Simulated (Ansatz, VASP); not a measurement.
ZnF2 in VASP and in Ansatz

```xyz
6
Lattice="4.6078 0.0000 0.0000 0.0000 4.6078 0.0000 0.0000 0.0000 3.0653" Properties=species:S:1:pos:R:3 pbc="T T T"
Zn    0.0000    0.0000    0.0000
Zn    2.3039    2.3039    1.5326
F     1.3971    1.3971    0.0000
F     0.9068    3.7010    1.5326
F     3.2106    3.2106    0.0000
F     3.7010    0.9068    1.5326
```

Alike in both runs: task relaxation of the atoms; functional r2SCAN; k mesh 6 × 6 × 10; occupations fermi-dirac, width 0.02 eV; no spin polarisation.

|  | VASP | Ansatz |
| --- | --- | --- |
| version | VASP 6.6.1 | Ansatz 0.2.0 |
| potentials or method | VASP PAW PBE potentials, release 64 (Zn, F), cutoff 580 eV | PAW plane waves |
| valence electrons in the cell | 52 | 52 |

```tsv
	VASP	Ansatz	Ansatz less VASP
gap on the k mesh at the Fermi level, each at its own relaxed structure (eV)	4.28	4.34	+0.065
```

VASP's potentials were made for PBE, not for r2SCAN. Ansatz's warnings: stress scf threshold loose.
